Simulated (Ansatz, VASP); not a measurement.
Two plane-wave programs on Cr

```
CELL_PARAMETERS angstrom
2.81234 0.00000 0.00000
0.00000 2.81234 0.00000
0.00000 0.00000 2.81234
ATOMIC_POSITIONS crystal
Cr 0.00000 0.00000 0.00000
Cr 0.50000 0.50000 0.50000
```

Change from the starting cell: volume scaled by 0.85, PAW files.

Alike in both runs: task single point; functional PBE; k mesh 11 × 11 × 11; occupations fermi-dirac, width 0.05 eV; collinear spin.

|  | VASP | Ansatz |
| --- | --- | --- |
| version | VASP 6.6.1 | Ansatz 0.2.0 |
| potentials or method | VASP PAW PBE potentials, release 64 (Cr_pv) | PAW with Ansatz's default frozen-core files, scalar-relativistic |
| plane-wave cutoff (eV) | 520 | 420 |
| valence electrons in the cell | 24 | 28 |

|  | VASP | Ansatz | Ansatz less VASP |
| --- | --- | --- | --- |
| pressure (GPa) | 12.4 | 12.6 | +0.20 |
| net moment per atom (μB) | 0.00 | 0.00 | 0.000 |
| size of the moment on the site where the two differ most (μB) | 0.72 | 0.63 | -0.091 |

Site moments also hang on the region over which each program counts them. VASP's potentials hold 24 valence electrons a cell and Ansatz's 28, so a difference there can come from the potentials and not from the codes.
